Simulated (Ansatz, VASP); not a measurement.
**Two plane-wave programs on Rh**

The input INCAR:

```
SYSTEM = Rh
ALGO = Fast ; EDIFF = 1E-6
EDIFFG = -0.04 ; ENCUT = 600
GGA = PE ; IBRION = 2
ISIF = 3 ; ISMEAR = 0
LASPH = .True. ; LCHARG = .False.
LREAL = .False. ; LWAVE = .False.
NELM = 100 ; NSW = 90
PREC = Accurate ; SIGMA = 0.1
```

File KPOINTS:

```
k-points
0
Gamma
  6 6 4
  0 0 0
```

The input POSCAR:

```
Rh
1.0
    2.0453516453     -3.4664917326      0.0000000000
    2.0453516453      3.4664917326      0.0000000000
    0.0000000000      0.0000000000      4.0961446234
Rh
4
Direct
    0.1525000000      0.8475000000      0.0785000000
    0.6525000000      0.3475000000      0.4215000000
    0.8475000000      0.1525000000      0.9215000000
    0.3475000000      0.6525000000      0.5785000000
```

Input for Ansatz:

```yaml
crystal:
  lattice:
    - [2.0453516453, -3.4664917326, 0.0]
    - [2.0453516453, 3.4664917326, 0.0]
    - [0.0, 0.0, 4.0961446234]
  atoms:
    - { symbol: Rh, position: [0.1525, 0.8475, 0.0785] }
    - { symbol: Rh, position: [0.6525, 0.3475, 0.4215] }
    - { symbol: Rh, position: [0.8475, 0.1525, 0.9215] }
    - { symbol: Rh, position: [0.3475, 0.6525, 0.5785] }
basis:
  ecutwfc: 420
kpoints:
  mp_grid: { grid: [6, 6, 4] }
hamiltonian:
  xc: pbe
scf:
  occupations: { method: gaussian, width: 0.1 }
  lower_state_search: "off"
output:
  forces: true
  stress: true
  eigenvalues: true
relax:
  adjacent_minimum: "off"
  f_tol: 0.04
  max_steps: 70
  cell: { stress_tol: 0.4 }
```

Alike in both runs: task relaxation of cell and atoms; functional PBE; k mesh 6 × 6 × 4; occupations gaussian, width 0.1 eV; no spin polarisation.

```csv
,VASP,Ansatz
version,VASP 6.6.1,Ansatz 0.2.0
potentials or method,"VASP PAW PBE potentials, release 64 (Rh_pv), cutoff 600 eV","scalar-relativistic, plane waves, PAW"
valence electrons in the cell,60,68
```

VASP gave:

* gap on the k mesh at the Fermi level, each at its own relaxed structure (eV): none
* relaxed volume (Å³/atom): 15.49
* relaxed length of the cell vector where the two differ most in proportion (Å): 4.665

Question: Estimate Ansatz's values.

Answer: gap on the k mesh at the Fermi level, each at its own relaxed structure (eV): none; relaxed volume (Å³/atom): 15.51; relaxed length of the cell vector where the two differ most in proportion (Å): 4.657.

A gap of «none» marks a metal or a gap that the smearing closes. VASP's potentials hold 60 valence electrons a cell and Ansatz's 68, so a difference there can come from the potentials and not from the codes.

The k mesh is coarse, so the values compare programs but aren't converged.
